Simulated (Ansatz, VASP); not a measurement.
Two plane-wave programs on PbS

```xyz
2
Lattice="0.0000 2.9872 2.9872 2.9872 0.0000 2.9872 2.9872 2.9872 0.0000" Properties=species:S:1:pos:R:3 pbc="T T T"
Pb    0.0000    0.0000    0.0000
S     2.9872    2.9872    2.9872
```

Alike in both runs: task single point; functional r2SCAN; k mesh 8 × 8 × 8; occupations fermi-dirac, width 0.02 eV; non-collinear spin, spin-orbit coupling.

|  | VASP | Ansatz |
| --- | --- | --- |
| version | VASP 6.6.1 | Ansatz 0.2.0 |
| potentials or method | VASP PAW PBE potentials, release 64 (Pb_d, S) | plane waves, PAW |
| plane-wave cutoff (eV) | 520 | 500 |
| valence electrons in the cell | 20 | 20 |

```tsv
	VASP	Ansatz	Ansatz less VASP
pressure (GPa)	-0.2	-0.3	-0.10
net moment per atom (μB)	0.00	0.00	0.000
```

VASP's potentials were made for PBE, not for r2SCAN. With one functional, cell and mesh, what is left measures potentials, basis and numerics.
